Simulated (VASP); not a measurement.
# CdHg2Te3 (C2) in VASP: single point with PBE

Aim: the single point of CdHg2Te3 with PBE.

Everything below comes from runs of VASP 6.6.1. Logs are shortened: lines on timing, memory, paths and dates and some standing lists are left out, and cuts for length are marked.

## (1) The cell of the first run

The structure is monoclinic, space group C2 (No. 5). Conventional cell: a = 7.911 Å, b = 4.913 Å, c = 10.533 Å, α = 90.00°, β = 94.53°, γ = 90.00°. Cd (site symmetry 2) has 4 Te at 2.85 to 2.96 Å within 3.8 Å. Within 3.6 Å of Hg (site symmetry 1) lie 3 Te at 2.72 to 3.43 Å. Te (site symmetry 1) has 1 Hg at 2.72 Å and 2 Cd at 2.85 to 2.96 Å within 3.6 Å. Te (site symmetry 2) has 4 Hg at 2.72 to 3.43 Å within 3.6 Å.

## (2) Single point, PBE

The input, INCAR:

```
SYSTEM = CdHg2Te3
PREC = Accurate
ENCUT = 520
EDIFF = 1E-7
ISMEAR = 0
SIGMA = 0.1
LREAL = .False.
LASPH = .True.
NELM = 80
ALGO = Normal
ISIF = 2
LWAVE = .False.
LCHARG = .False.
GGA = PE
NBANDS = 36
```

The input, KPOINTS:

```
regular mesh
0
Gamma
  4 4 2
  0 0 0
```

The input, POSCAR:

```
CdHg2Te3
1.0
    3.9556662000     -2.4563740000      0.0000000000
    3.9556662000      2.4563740000      0.0000000000
   -0.8317946000      0.0000000000     10.5004842000
Cd Hg Te
1 2 3
Direct
    0.3799430000      0.6200570000      0.5000000000
    0.6877580000      0.0014720000      0.8328230000
    0.9985280000      0.3122420000      0.1671770000
    0.4866750000      0.0346760000      0.3424030000
    0.4817720000      0.5182280000      0.0000000000
    0.9653240000      0.5133250000      0.6575970000
```

Potentials or basis: VASP PAW PBE potentials, release 64 (Cd, Hg, Te).

Command:

```
cat potpaw_PBE.64/Cd/POTCAR potpaw_PBE.64/Hg/POTCAR potpaw_PBE.64/Te/POTCAR > POTCAR
mpirun -np 1 vasp_std > vasp.out
```

OUTCAR:

```text
SYSTEM = CdHg2Te3
   PREC = Accurate
   ENCUT = 520
   EDIFF = 1E-7
   ISMEAR = 0
   LREAL = .False.
   LASPH = .True.
   NELM = 80
   ISIF = 2
   GGA = PE

 ion  position               nearest neighbor table
   1  0.380  0.620  0.500-   4 2.85   6 2.85   6 2.96   4 2.96
   2  0.688  0.001  0.833-   6 2.72   5 2.72   5 3.43   6 3.61   5 3.76
   3  0.999  0.312  0.167-   4 2.72   5 2.72   5 3.43   4 3.61   5 3.76
   4  0.487  0.035  0.342-   3 2.72   1 2.85   1 2.96   3 3.61
   5  0.482  0.518  0.000-   3 2.72   2 2.72   3 3.43   2 3.43   3 3.76   2 3.76
   6  0.965  0.513  0.658-   2 2.72   1 2.85   1 2.96   2 3.61

  LATTYP: Found a base centered monoclinic cell.
 ALAT       =     7.9113324000
 B/A-ratio  =     0.6209760571
 C/A-ratio  =     1.3314290692
 COS(beta)  =    -0.0789675074

  Lattice vectors:

 A1 = (   3.9556662000,  -2.4563740000,   0.0000000000)
 A2 = (   3.9556662000,   2.4563740000,   0.0000000000)
 A3 = (  -0.8317946000,   0.0000000000,  10.5004842000)

Analysis of symmetry for initial positions (statically):
=====================================================================
 Subroutine PRICEL returns:
 Original cell was already a primitive cell.

 Routine SETGRP: Setting up the symmetry group for a
 base centered monoclinic supercell.

 Subroutine GETGRP returns: Found  2 space group operations
 (whereof  2 operations were pure point group operations)
 out of a pool of  4 trial point group operations.

The static configuration has the point symmetry C_2 .

Analysis of symmetry for dynamics (positions and initial velocities):
=====================================================================
 Subroutine PRICEL returns:
 Original cell was already a primitive cell.

 Routine SETGRP: Setting up the symmetry group for a
 base centered monoclinic supercell.

 Subroutine GETGRP returns: Found  2 space group operations
 (whereof  2 operations were pure point group operations)
 out of a pool of  4 trial point group operations.

The dynamic configuration has the point symmetry C_2 .

 Subroutine INISYM returns: Found  2 space group operations
 (whereof  2 operations are pure point group operations),
 and found     1 'primitive' translations

[... 90 lines left out ...]
   NELM   =     80;   NELMIN=  2; NELMDL= -5     # of ELM steps
   EDIFF  = 0.1E-06   stopping-criterion for ELM
   LREAL  =      F    real-space projection
   EDIFFG = 0.1E-05   stopping-criterion for IOM
   NSW    =      0    number of steps for IOM
   IBRION =     -1    ionic relax: 0-MD 1-quasi-New 2-CG
   NFREE  =      0    steps in history (QN), initial steepest desc. (CG)
   ISIF   =      2    stress and relaxation
   ISYM   =      2    0-nonsym 1-usesym 2-fastsym
   POTIM  = 0.5000    time-step for ionic-motion
   TEBEG  =    0.0;   TEEND  =   0.0 temperature during run
   PSTRESS=    0.0 pullay stress
   NELECT =      54.0000    total number of electrons
   NUPDOWN=      -1.0000    fix difference up-down
   EMIN   =  10.00;   EMAX   =-10.00  energy-range for DOS
   EFERMI =   0.00;   METHOD = LEGACY
   ISMEAR =     0;   SIGMA  =   0.10  broadening in eV -4-tet -1-fermi 0-gaus
   EFERMI_NEDOS =   21; number of points for ismear=-14 and -15
   IALGO  =     38    algorithm
   IMIX   =      4    mixing-type and parameters
     AMIX     =   0.40;   BMIX     =  1.00
     AMIX_MAG =   1.60;   BMIX_MAG =  1.00
  volume/ion in A,a.u.               =      34.01       229.51
  Fermi-wavevector in a.u.,A,eV,Ry     =   1.051046  1.986188 15.030316  1.104697
  Thomas-Fermi vector in A             =   2.186073
   LORBIT       =      0    0 simple, 1 ext, 2 COOP (PROOUT), +10 PAW based schemes
   GGA     = PE    functional components
   LHFCALC =     F    Hartree Fock is set to
   AEXX    =    0.0000 exact exchange contribution
   IVDW    =     0    specifies the selected vdW correction
   LEPSILON=     F    determine dielectric tensor
   LRPA    =     F    only Hartree local field effects (RPA)
 non-spin polarized calculation
 Gauss-broadening in eV      SIGMA  =   0.10
  energy-cutoff  :      520.00
  volume of cell :      204.06
 maximum number of plane-waves:      5531
 NGX is ok and might be reduce to    36
   NGX = 17   NGY = 17   NGZ = 39

 number of electron      54.0000002 magnetization

 Free energy of the ion-electron system (eV)
  ---------------------------------------------------
  ext. energy  EPLUGINS =         0.00000000
  ---------------------------------------------------
  free energy    TOTEN  =       -11.63653957 eV

  energy without entropy =      -11.63653957  energy(sigma->0) =      -11.63653957

 E-fermi :   3.0795     XC(G=0):  -8.8468

 val. band max:        2.7026477372   @ k =   0.0000   0.0000   0.5000
 cond. band min:       3.4560979627   @ k =   0.0000   0.0000   0.0000
 fundamental gap:      0.7534502256
 Fermi energy:         3.0794502874

 k-point     1 :       0.0000    0.0000    0.0000
  band No.  band energies     occupation
      1      -8.7995      2.00000
      2      -8.0552      2.00000
      3      -8.0348      2.00000
      4      -5.6333      2.00000
      5      -5.4869      2.00000
      6      -5.4859      2.00000
[... 535 lines left out ...]
     35       8.7891      0.00000
     36       9.5472      0.00000

------------------------ aborting loop because EDIFF is reached ----------------------------------------

  FORCE on cell =-STRESS in cart. coord.  units (eV):
  Direction    XX          YY          ZZ          XY          YZ          ZX
  --------------------------------------------------------------------------------------
  -------------------------------------------------------------------------------------
  Total        0.3321174      0.2783257      0.1283220      0.0000000      0.0000000      0.0102651
  in kB        2.6076471      2.1852970      1.0075306      0.0000000      0.0000000      0.0805973
  external PRESSURE =       1.9334915 kB  Pullay stress =       0.0000000 kB

 VOLUME and BASIS-vectors are now :
 -----------------------------------------------------------------------------
  energy-cutoff  :      520.00
  volume of cell :      204.06
      direct lattice vectors                 reciprocal lattice vectors
     3.955666200 -2.456374000  0.000000000     0.126400959 -0.203552065  0.010012837
     3.955666200  2.456374000  0.000000000     0.126400959  0.203552065  0.010012837
    -0.831794600  0.000000000 10.500484200     0.000000000  0.000000000  0.095233704

 POSITION                                       TOTAL-FORCE (eV/Angst)
 -----------------------------------------------------------------------------------
      3.53977      0.58981      5.25024         0.000000     -0.003751      0.000000
      2.03363     -1.68578      8.74504         0.001850     -0.000204     -0.000189
      5.04591     -1.68578      1.75544        -0.001850     -0.000204      0.000189
      1.77748     -1.11028      3.59540         0.004800     -0.014723      0.010698
      3.95567      0.08955      0.00000        -0.000000      0.033606      0.000000
      5.30206     -1.11028      6.90509        -0.004800     -0.014723     -0.010698
 -----------------------------------------------------------------------------------
    total drift:                                0.000000      0.000319      0.000000

  FREE ENERGIE OF THE ION-ELECTRON SYSTEM (eV)
  ---------------------------------------------------
  free  energy   TOTEN  =       -11.6365395734 eV

  energy  without entropy=      -11.6365395710  energy(sigma->0) =      -11.63653957
```

OSZICAR:

```text
N       E                     dE             d eps       ncg     rms          rms(c)
DAV:   1     0.349712823632E+03    0.34971E+03   -0.23615E+04  1008   0.130E+03
DAV:   2     0.857581247710E+01   -0.34114E+03   -0.32938E+03  1100   0.303E+02
DAV:   3    -0.121167814438E+02   -0.20693E+02   -0.20537E+02  1200   0.730E+01
DAV:   4    -0.124237767341E+02   -0.30700E+00   -0.30659E+00  1216   0.770E+00
DAV:   5    -0.124268035414E+02   -0.30268E-02   -0.30267E-02  1136   0.876E-01    0.103E+01
DAV:   6    -0.116691083516E+02    0.75770E+00   -0.17551E+00  1048   0.105E+01    0.836E+00
DAV:   7    -0.116402170422E+02    0.28891E-01   -0.58979E-01  1108   0.310E+00    0.312E+00
DAV:   8    -0.116365230264E+02    0.36940E-02   -0.57025E-02  1072   0.184E+00    0.932E-01
DAV:   9    -0.116367974402E+02   -0.27441E-03   -0.82066E-03  1112   0.700E-01    0.249E-01
DAV:  10    -0.116364970965E+02    0.30034E-03   -0.11086E-03  1068   0.278E-01    0.116E-01
DAV:  11    -0.116365608898E+02   -0.63793E-04   -0.65039E-04  1076   0.152E-01    0.829E-02
DAV:  12    -0.116365372997E+02    0.23590E-04   -0.10636E-04  1048   0.709E-02    0.416E-02
DAV:  13    -0.116365371171E+02    0.18260E-06   -0.14628E-05  1100   0.141E-02    0.155E-02
DAV:  14    -0.116365392312E+02   -0.21141E-05   -0.51274E-06  1032   0.133E-02    0.800E-03
DAV:  15    -0.116365395422E+02   -0.31102E-06   -0.32303E-07  1012   0.283E-03    0.143E-03
DAV:  16    -0.116365395734E+02   -0.31174E-07   -0.26715E-08   556   0.971E-04
   1 F= -.11636540E+02 E0= -.11636540E+02  d E =-.242202E-08
```

stdout:

```text
POSCAR found type information on POSCAR CdHgTe
 POSCAR found :  3 types and       6 ions
 scaLAPACK will be used
 LDA part: xc-table for (Slater+PW92), standard interpolation
 POSCAR, INCAR and KPOINTS ok, starting setup
 FFT: planning ... GRIDC
 FFT: planning ... GRID_SOFT
 FFT: planning ... GRID
 WAVECAR not read
 entering main loop
```

It took 97 s on 1 thread of Intel Xeon Platinum 8259CL at 2.50GHz (Skylake/Cascade Lake), shared host; peak memory 0.36 GiB.

Results:

```yaml
Free_energy: -11.6365 eV
Pressure: 0.2 GPa
Largest_force: 0.034 eV/Å
Band_gap_on_the_k_mesh: 0.75 eV, indirect (least direct gap 0.83 eV)
```

Forces on the atoms (eV/Å):
```
Cd   0.000 -0.004  0.000
Hg   0.002  0.000  0.000
Hg  -0.002  0.000  0.000
Te   0.005 -0.015  0.011
Te   0.000  0.034  0.000
Te  -0.005 -0.015 -0.011
```

Stress tensor (GPa, compression positive):
```
0.26 0.00 0.01
0.00 0.22 0.00
0.01 0.00 0.10
```

Caveat: spin-orbit coupling is left out, which moves the levels of the heavy elements. Expect the measured gap to be larger: semilocal functionals such as PBE lack the derivative discontinuity.
